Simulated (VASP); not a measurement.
# Ca in VASP: further runs

Ca is run at these levels: PBEsol+D4, PBE; tasks: single point, relaxation of cell and atoms.

All numbers are computed with VASP 6.6.1; they aren't measurements. Logs are shortened: lines on timing, memory, paths and dates and some standing lists are left out, and cuts for length are marked.

## (1) The cell of the first run

The structure is tetragonal, space group I4/mmm (No. 139). Conventional cell: a = 4.410 Å, b = 4.410 Å, c = 4.392 Å, α = 90.00°, β = 90.00°, γ = 90.00°. Within 5.0 Å of Ca (site symmetry 4/mmm) lie 14 Ca at 3.81 to 4.41 Å.

This isn't the form of Ca at room conditions, which is fcc.

## (2) Single point, PBEsol+D4

Contents of INCAR:

```
  ALGO = Fast
  EDIFF = 1E-6
  ENCUT = 520
  GGA = PS
  ISIF = 2
  ISMEAR = -5
  ISYM = 0
  IVDW = 13
  LASPH = True
  LCHARG = False
  LREAL = False
  LWAVE = False
  NBANDS = 11
  NELM = 60
  PREC = Accurate
  SIGMA = 0.05
```

Contents of KPOINTS:

```
k-points
0
Gamma
  6 6 6
```

Contents of POSCAR:

```
Ca
1.0
   -2.2052049036      2.2052049036      2.1961148100
    2.2052049036     -2.2052049036      2.1961148100
    2.2052049036      2.2052049036     -2.1961148100
Ca
1
Direct
    0.5000000000      0.5000000000      0.0000000000
```

Potentials or basis: VASP PAW PBE potentials, release 64 (Ca_sv).

Launch:

```bash
$ cat potpaw_PBE.64/Ca_sv/POTCAR > POTCAR
$ mpirun -np 1 vasp_std > vasp.out
```

OUTCAR:

```text
EDIFF = 1E-6
   ENCUT = 520
   GGA = PS
   ISIF = 2
   ISMEAR = -5
   ISYM = 0
   IVDW = 13
   LASPH = True
   LREAL = False
   NELM = 60
   PREC = Accurate

 ion  position               nearest neighbor table
   1  0.500  0.500  0.000-

IMPORTANT INFORMATION: All symmetrisations will be switched off!
NOSYMM: (Re-)initialisation of all symmetry stuff for point group C_1.

----------------------------------------------------------------------------------------

                                     Primitive cell

  volume of cell :      42.7182

  direct lattice vectors                    reciprocal lattice vectors
    -2.205204904  2.205204904  2.196114810     0.000000000  0.226736300  0.227674800
     2.205204904 -2.205204904  2.196114810     0.226736300  0.000000000  0.227674800
     2.205204904  2.205204904 -2.196114810     0.226736300  0.226736300  0.000000000

  length of vectors
     3.814285987  3.814285987  3.814285987     0.321317855  0.321317855  0.320653550

  position of ions in fractional coordinates (direct lattice)
     0.500000000  0.500000000  0.000000000

  ion indices of the primitive-cell ions
   primitive index   ion index
                 1           1

----------------------------------------------------------------------------------------

 KPOINTS: k-points

Automatic generation of k-mesh.
 Grid dimensions read from file:
 generate k-points for:    6    6    6

 Generating k-lattice:

  Cartesian coordinates                     Fractional coordinates (reciprocal lattice)
     0.000000000  0.037789383  0.037945800     0.166666667 -0.000000000  0.000000000
     0.037789383  0.000000000  0.037945800    -0.000000000  0.166666667  0.000000000
     0.037789383  0.037789383  0.000000000     0.000000000  0.000000000  0.166666667

  Length of vectors
     0.053552976  0.053552976  0.053442258

  Shift w.r.t. Gamma in fractional coordinates (k-lattice)
     0.000000000  0.000000000  0.000000000

 TETIRR: Found    648 inequivalent tetrahedra from     1296

 Subroutine IBZKPT returns following result:
 ===========================================

 Found    112 irreducible k-points:

 Following reciprocal coordinates:
            Coordinates               Weight
  0.000000  0.000000  0.000000      1.000000
  0.166667  0.000000  0.000000      2.000000
  0.166667  0.000000 -0.166667      2.000000
  0.000000  0.166667 -0.166667      2.000000
  0.000000  0.166667  0.000000      2.000000
  0.333333  0.000000 -0.000000      2.000000
[... 16 lines left out ...]
  0.000000  0.500000  0.333333      2.000000
 -0.333333 -0.166667  0.500000      2.000000
 [... further k-points ...]
   k-points           NKPTS =    112   k-points in BZ     NKDIM =    112   number of bands    NBANDS=     11
   number of dos      NEDOS =    301   number of ions     NIONS =      1
   total plane-waves  NPLWV =  21952
   dimension x,y,z NGX =    28 NGY =   28 NGZ =   28
   dimension x,y,z NGXF=    56 NGYF=   56 NGZF=   56
   ions per type =               1
   NGX,Y,Z   is equivalent  to a cutoff of  12.20, 12.20, 12.20 a.u.
   NGXF,Y,Z  is equivalent  to a cutoff of  24.41, 24.41, 24.41 a.u.
 SYSTEM =  unknown system
   PREC   = accura    normal or accurate (medium, high low for compatibility)
   ISTART =      0    job   : 0-new  1-cont  2-samecut
   ICHARG =      2    charge: 1-file 2-atom 10-const
   ISPIN  =      1    spin polarized calculation?
   LNONCOLLINEAR =      F non collinear calculations
   LSORBIT =      F    spin-orbit coupling
   LASPH  =      T    aspherical Exc in radial PAW
   ENCUT  =  520.0 eV  38.22 Ry    6.18 a.u.   7.09  7.09  7.09*2*pi/ulx,y,z
   NELM   =     60;   NELMIN=  2; NELMDL= -5     # of ELM steps
   EDIFF  = 0.1E-05   stopping-criterion for ELM
   LREAL  =      F    real-space projection
   EDIFFG = 0.1E-04   stopping-criterion for IOM
   NSW    =      0    number of steps for IOM
   IBRION =     -1    ionic relax: 0-MD 1-quasi-New 2-CG
   NFREE  =      0    steps in history (QN), initial steepest desc. (CG)
   ISIF   =      2    stress and relaxation
   ISYM   =      0    0-nonsym 1-usesym 2-fastsym
   POTIM  = 0.5000    time-step for ionic-motion
   TEBEG  =    0.0;   TEEND  =   0.0 temperature during run
   PSTRESS=    0.0 pullay stress
   NELECT =      10.0000    total number of electrons
   NUPDOWN=      -1.0000    fix difference up-down
   EMIN   =  10.00;   EMAX   =-10.00  energy-range for DOS
   EFERMI =   0.00;   METHOD = LEGACY
   ISMEAR =    -5;   SIGMA  =   0.05  broadening in eV -4-tet -1-fermi 0-gaus
   EFERMI_NEDOS =   21; number of points for ismear=-14 and -15
   IALGO  =     68    algorithm
   IMIX   =      4    mixing-type and parameters
     AMIX     =   0.40;   BMIX     =  1.00
     AMIX_MAG =   1.60;   BMIX_MAG =  1.00
  volume/ion in A,a.u.               =      42.72       288.28
  Fermi-wavevector in a.u.,A,eV,Ry     =   1.008952  1.906643 13.850516  1.017984
  Thomas-Fermi vector in A             =   2.141851
   LORBIT       =      0    0 simple, 1 ext, 2 COOP (PROOUT), +10 PAW based schemes
   GGA     = PS    functional components
   LHFCALC =     F    Hartree Fock is set to
   AEXX    =    0.0000 exact exchange contribution
   IVDW    =    13    specifies the selected vdW correction
   LEPSILON=     F    determine dielectric tensor
   LRPA    =     F    only Hartree local field effects (RPA)
 non-spin polarized calculation
 RMM-DIIS sequential band-by-band and
 Fermi weights with tetrahedron method with Bloechl corrections
  energy-cutoff  :      520.00
  volume of cell :       42.72
 maximum number of plane-waves:      1160
   NGX = 15   NGY = 15   NGZ = 15

 number of electron      10.0000001 magnetization

 Free energy of the ion-electron system (eV)
  ---------------------------------------------------
  ext. energy  EPLUGINS =         0.00000000
  ---------------------------------------------------
  free energy    TOTEN  =        -2.09911726 eV

  energy without entropy =       -2.09911726  energy(sigma->0) =       -2.09911726

 E-fermi :   1.9311     XC(G=0):  -7.7657

 val. band max:        2.0682929845   @ k =   0.0000  -0.3333  -0.3333
 cond. band min:       1.8542611338   @ k =   0.5000   0.5000  -0.0000
 fundamental gap:     -0.2140318507
 Fermi energy:         1.9311440856

 k-point     1 :       0.0000    0.0000    0.0000
  band No.  band energies     occupation
      1     -39.9834      2.00000
      2     -20.9839      2.00000
      3     -20.9751      2.00000
      4     -20.9748      2.00000
      5      -2.1605      2.00000
      6       4.1700      0.00000
      7       4.1826      0.00000
      8       4.1828      0.00000
      9       5.2178      0.00000
     10       5.2493      0.00000
     11      12.0275      0.00000

 k-point     2 :       0.1667    0.0000    0.0000
  band No.  band energies     occupation
      1     -39.9798      2.00000
      2     -21.0149      2.00000
      3     -20.9867      2.00000
      4     -20.9787      2.00000
      5      -1.6699      2.00000
      6       3.8987      0.00000
      7       3.9013      0.00000
      8       4.5457      0.00000
      9       5.0352      0.00000
     10       5.2458      0.00000
     11      11.0477      0.00000

 k-point     3 :       0.1667    0.0000   -0.1667
  band No.  band energies     occupation
      1     -39.9798      2.00000
      2     -21.0148      2.00000
      3     -20.9865      2.00000
      4     -20.9788      2.00000
      5      -1.6699      2.00000
      6       3.8987      0.00000
      7       3.9014      0.00000
      8       4.5458      0.00000
      9       5.0352      0.00000
     10       5.2456      0.00000
     11      11.0482      0.00000

 k-point     4 :       0.0000    0.1667   -0.1667
  band No.  band energies     occupation
      1     -39.9798      2.00000
      2     -21.0147      2.00000
      3     -20.9867      2.00000
      4     -20.9789      2.00000
      5      -1.6699      2.00000
      6       3.8986      0.00000
      7       3.9015      0.00000
      8       4.5458      0.00000
      9       5.0350      0.00000
     10       5.2458      0.00000
     11      11.0478      0.00000

 k-point     5 :       0.0000    0.1667    0.0000
  band No.  band energies     occupation
      1     -39.9798      2.00000
      2     -21.0148      2.00000
      3     -20.9865      2.00000
      4     -20.9789      2.00000
      5      -1.6699      2.00000
      6       3.8986      0.00000
      7       3.9014      0.00000
      8       4.5458      0.00000
      9       5.0352      0.00000
     10       5.2456      0.00000
     11      11.0476      0.00000
[... 211 lines left out ...]
 k-point    21 :       0.0000    0.5000   -0.1667
  band No.  band energies     occupation
      1     -39.9689      2.00000
      2     -21.0997      2.00000
      3     -21.0280      2.00000
      4     -20.9899      2.00000
      5       0.7715      2.00000
      6       2.3333     -0.00375
      7       3.0988      0.00000
      8       5.0821      0.00000
      9       5.4790      0.00000
     10       6.2352      0.00000
     11       7.2378      0.00000

 k-point    22 :      -0.1667   -0.3333    0.0000
  band No.  band energies     occupation
      1     -39.9689      2.00000
      2     -21.0997      2.00000
      3     -21.0282      2.00000
      4     -20.9897      2.00000
      5       0.7716      2.00571
      6       2.3333     -0.00017
      7       3.0989      0.00000
      8       5.0821      0.00000
      9       5.4791      0.00000
     10       6.2351      0.00000
     11       7.2392      0.00000

 k-point    23 :       0.0000    0.5000    0.3333
  band No.  band energies     occupation
      1     -39.9689      2.00000
      2     -21.0996      2.00000
      3     -21.0281      2.00000
      4     -20.9899      2.00000
      5       0.7715      2.02975
      6       2.3334     -0.05509
      7       3.0988      0.00000
      8       5.0819      0.00000
      9       5.4791      0.00000
     10       6.2352      0.00000
     11       7.2380      0.00000

 k-point    24 :      -0.3333   -0.1667    0.5000
  band No.  band energies     occupation
      1     -39.9689      2.00000
      2     -21.0997      2.00000
      3     -21.0282      2.00000
      4     -20.9898      2.00000
      5       0.7715      2.00482
      6       2.3333     -0.01410
      7       3.0989      0.00000
      8       5.0820      0.00000
      9       5.4790      0.00000
     10       6.2352      0.00000
     11       7.2380      0.00000

 [... further k-points ...]

------------------------ aborting loop because EDIFF is reached ----------------------------------------

  DFT-D4 for vdW energy calculation

  Edisp (eV):   -0.09838

  FORCE on cell =-STRESS in cart. coord.  units (eV):
  Direction    XX          YY          ZZ          XY          YZ          ZX
  --------------------------------------------------------------------------------------
  -------------------------------------------------------------------------------------
  Total      -0.35190    -0.35030    -0.48209     0.00072    -0.00824    -0.00294
  in kB     -13.19820   -13.13822   -18.08131     0.02686    -0.30918    -0.11031
  external pressure =      -14.81 kB  Pullay stress =        0.00 kB

 VOLUME and BASIS-vectors are now :
 -----------------------------------------------------------------------------
  energy-cutoff  :      520.00
  volume of cell :       42.72
      direct lattice vectors                 reciprocal lattice vectors
    -2.205204904  2.205204904  2.196114810     0.000000000  0.226736300  0.227674800
     2.205204904 -2.205204904  2.196114810     0.226736300  0.000000000  0.227674800
     2.205204904  2.205204904 -2.196114810     0.226736300  0.226736300  0.000000000

 POSITION                                       TOTAL-FORCE (eV/Angst)
 -----------------------------------------------------------------------------------
      0.00000      0.00000      2.19611         0.000004      0.000001     -0.000000
 -----------------------------------------------------------------------------------
    total drift:                                0.000004      0.000001     -0.000000

  FREE ENERGIE OF THE ION-ELECTRON SYSTEM (eV)
  ---------------------------------------------------
  free  energy   TOTEN  =        -2.1974983876 eV

  energy  without entropy=       -2.1974983876  energy(sigma->0) =       -2.19749839
```

Run time: 23 s. Hardware: 1 thread of Intel Xeon 6975P-C (Granite Rapids), shared host; peak memory 0.18 GiB.

What came out:

* Free energy: -2.1975 eV
* Pressure: -1.5 GPa
* Band gap on the k mesh: zero (bands 5 and 6 overlap by 0.21 eV)
* Dispersion energy per atom: -0.098 eV

Stress tensor (GPa, compression positive):
```
-1.32  0.00 -0.01
 0.00 -1.31 -0.03
-0.01 -0.03 -1.81
```

Levels at points of the mesh, in eV from the Fermi level:
```csv
k point,band 2,band 3,band 4,band 5,band 6,band 7,band 8,band 9
"(0.00, 0.00, 0.00)",-22.92,-22.91,-22.91,-4.09,2.24,2.25,2.25,3.29
"(0.50, 0.00, 0.00)",-23.05,-22.95,-22.91,-0.94,-0.07,1.29,3.20,3.58
"(0.50, 0.00, 0.50)",-23.05,-22.95,-22.91,-0.94,-0.07,1.29,3.20,3.58
"(0.00, 0.50, 0.50)",-23.05,-22.95,-22.91,-0.94,-0.07,1.29,3.20,3.58
"(0.00, 0.50, 0.00)",-23.05,-22.95,-22.91,-0.94,-0.07,1.29,3.20,3.58
"(0.50, 0.50, 0.00)",-23.04,-22.96,-22.91,-0.95,-0.08,1.31,3.18,3.57
"(0.00, 0.00, 0.50)",-23.04,-22.96,-22.91,-0.95,-0.08,1.31,3.18,3.57
"(0.50, 0.50, 0.50)",-23.01,-23.01,-23.01,0.03,0.03,3.80,3.80,3.87
```

Caveat: the PAW data sets were made with another functional, which shifts forces and pressure a little; tetrahedron occupations give inexact forces and stress in metals.

## (3) Relaxation of cell and atoms, PBE (the cell strained at random)

Contents of INCAR:

```
SYSTEM = Ca
PREC = Accurate
ENCUT = 600
EDIFF = 1E-7
ISMEAR = 0
SIGMA = 0.05
LREAL = .FALSE.
LASPH = .TRUE.
NELM = 80
ALGO = Normal
ISIF = 3
LWAVE = .FALSE.
LCHARG = .FALSE.
GGA = PE
IBRION = 2
NSW = 60
EDIFFG = -0.01
```

Contents of KPOINTS:

```
regular mesh
0
G
  7 7 7
  0 0 0
```

Contents of POSCAR:

```
Ca
1.0
   -2.2669370000      2.2425540000      2.1799440000
    2.2101260000     -2.2793060000      2.1598010000
    2.2054940000      2.2178630000     -2.2168480000
Ca
1
Direct
    0.5303510000      0.4877790000      0.0083340000
```

Potentials or basis: VASP PAW PBE potentials, release 64 (Ca_sv).

Launch:

```bash
$ cat potpaw_PBE.64/Ca_sv/POTCAR > POTCAR
$ mpirun -np 1 vasp_std > vasp.out
```

Run time: 2.9 min. Hardware: 1 thread of Intel Xeon 6975P-C (Granite Rapids), shared host; peak memory 0.25 GiB.

Results (log left out):

```
Free energy                           : -1.9214 eV
Relaxed volume                        : 42.18 Å³/atom
Relaxed cell                          : a = 3.806 Å, b = 3.805 Å, c = 3.807 Å, α = 107.78°, β = 106.35°, γ = 114.43°
Space group after relaxing (to 0.1 Å) : I4/mmm (No. 139)
Energy gained by relaxing             : 8.7 meV/atom
Ionic steps                           : 12
Pressure after relaxing               : 0.0 GPa
Band gap on the k mesh                : zero (bands 5 and 6 overlap by 0.35 eV)
```

The path:
```
step  energy change (eV)  largest force (eV/Å)  pressure (GPa)  volume (Å³)
   1              0.0000                0.0000           -0.17        42.72
   2             -0.0011                0.0000           -0.05        42.44
   3             -0.0024                0.0000            0.18        41.86
   4             -0.0035                0.0000            0.16        41.88
   5             -0.0052                0.0000            0.11        41.95
   6             -0.0064                0.0000            0.04        42.09
   7             -0.0075                0.0000           -0.07        42.33
   8             -0.0084                0.0000           -0.03        42.24
   9             -0.0086                0.0000            0.00        42.16
  10             -0.0086                0.0000            0.01        42.16
  11             -0.0087                0.0000            0.00        42.17
  12             -0.0087                0.0000            0.00        42.18
```

Final structure:
```
CELL_PARAMETERS angstrom
-2.24356 2.28065 2.06212
2.24195 -2.28234 2.05942
2.24369 2.28247 -2.06122
ATOMIC_POSITIONS crystal
Ca 0.53035 0.48778 0.00833
```

Levels at points of the mesh, in eV from the Fermi level:
| k point | band 2 | band 3 | band 4 | band 5 | band 6 | band 7 | band 8 | band 9 |
| --- | --- | --- | --- | --- | --- | --- | --- | --- |
| (0.00, 0.00, 0.00) | -22.98 | -22.96 | -22.96 | -4.06 | 2.03 | 2.45 | 2.51 | 3.04 |

Caveat: the cell differs from its parent crystal (the cell strained at random).

The gap in the log of VASP goes by the Fermi energy; the results here count the filled bands.